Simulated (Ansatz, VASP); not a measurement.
# Two plane-wave programs on Y

The input INCAR:

```
ALGO = Normal
EDIFF = 1E-6
EDIFFG = -0.01
ENCUT = 600
GGA = RE
IBRION = 2
ISIF = 3
ISMEAR = -1
LASPH = T
LCHARG = F
LREAL = F
LWAVE = F
NELM = 100
NSW = 80
PREC = Accurate
SIGMA = 0.1
```

File KPOINTS:

```
k-points
0
Gamma
  7 7 9
```

Contents of POSCAR:

```
Y
1.0
    5.7138984743      0.0000000000      0.0000000000
   -2.8569492371      4.9483812334      0.0000000000
    0.0000000000      0.0000000000      3.5026197647
Y
3
Direct
    0.0000000000      0.0000000000      0.0000000000
    0.3333333333      0.6666666667      0.5000000000
    0.6666666667      0.3333333333      0.5000000000
```

Input for Ansatz:

```yaml
crystal:
  lattice:
    - [5.7138984743, 0.0, 0.0]
    - [-2.8569492371, 4.9483812334, 0.0]
    - [0.0, 0.0, 3.5026197647]
  atoms:
    - { symbol: "Y", position: [0.0, 0.0, 0.0] }
    - { symbol: "Y", position: [0.3333333333, 0.6666666667, 0.5] }
    - { symbol: "Y", position: [0.6666666667, 0.3333333333, 0.5] }
hamiltonian:
  xc: revpbe
  pseudopotentials:
    kind: paw
    azcp:
      "Y": "pseudopotentials/Y.paw.azcp"
basis:
  ecutwfc: 420
  fft_grid_basis: typed
kpoints:
  mp_grid: { grid: [7, 7, 9], shift: [0, 0, 0] }
magnetization:
  spin_polarized: false
scf:
  occupations: { method: fermi_dirac, width: 0.1 }
relax:
  max_steps: 60
  f_tol: 0.01
  cell: {}
```

Alike in both runs: task relaxation of cell and atoms; functional revPBE; k mesh 7 × 7 × 9; occupations fermi-dirac, width 0.1 eV; no spin polarisation.

|  | VASP | Ansatz |
| --- | --- | --- |
| version | VASP 6.6.1 | Ansatz 0.2.0 |
| potentials or method | VASP PAW PBE potentials, release 64 (Y_sv), cutoff 600 eV | plane waves (420 eV) with PAW, scalar-relativistic |
| valence electrons in the cell | 33 | 33 |

|  | VASP | Ansatz | Ansatz less VASP |
| --- | --- | --- | --- |
| relaxed volume (Å³/atom) | 33.45 | 33.51 | +0.053 |
| relaxed cell length with the largest relative difference (Å) | 3.560 | 3.564 | +0.0037 |

VASP's potentials were made for PBE, not for revPBE.
